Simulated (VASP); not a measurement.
Write the native input for VASP 6.6.1 that does the following.

| Item | Value |
| --- | --- |
| Task | single point |
| Functional | PBEsol |
| Potentials or basis | VASP PAW PBE potentials, release 64 (Pb_d) |
| Cutoff | 520 eV |
| k mesh | 15 × 15 × 8 |
| Occupations | gaussian, width 0.1 eV |
| Spin | no spin polarisation |
| Dipole correction | no |
| Further INCAR settings | ALGO = Fast; EDIFF = 1e-07; NBANDS = 21 |

The structure of Pb lies in POSCAR:

```
Pb
1.0
    3.4725573721      0.0000000000      0.0000000000
   -1.7362786860      3.0073229003      0.0000000000
    0.0000000000      0.0000000000      5.7282017224
Pb
2
Direct
    0.3333333333      0.6666666667      0.2500000000
    0.6666666667      0.3333333333      0.7500000000
```

The input as run:

INCAR

```
SYSTEM = Pb
ALGO = Fast
EDIFF = 1E-7
ENCUT = 520
GGA = PS
ISIF = 2
ISMEAR = 0
LASPH = .TRUE.
LCHARG = .FALSE.
LREAL = .FALSE.
LWAVE = .FALSE.
NBANDS = 21
NELM = 60
PREC = Accurate
SIGMA = 0.1
```

KPOINTS

```
k-points
0
G
  15 15 8
  0 0 0
```

Potentials or basis: VASP PAW PBE potentials, release 64 (Pb_d).

The run is started by

```bash
$ cat potpaw_PBE.64/Pb_d/POTCAR > POTCAR
$ mpirun -np 1 vasp_std > vasp.out
```

It gave:

| Property | Result |
| --- | --- |
| Pressure | -0.1 GPa |
| Band gap on the k mesh | zero (band 14 reaches 13.06 eV, above the bottom of band 15 at 5.18 eV) |

Caveat: the PAW data sets were made with another functional, which shifts forces and pressure a little; spin-orbit coupling is left out, which moves the levels of the heavy elements.

It took 98 s on 1 thread of Intel(R) Xeon(R) 6975P-C (Granite Rapids), on a shared host, peak memory 0.28 GiB.
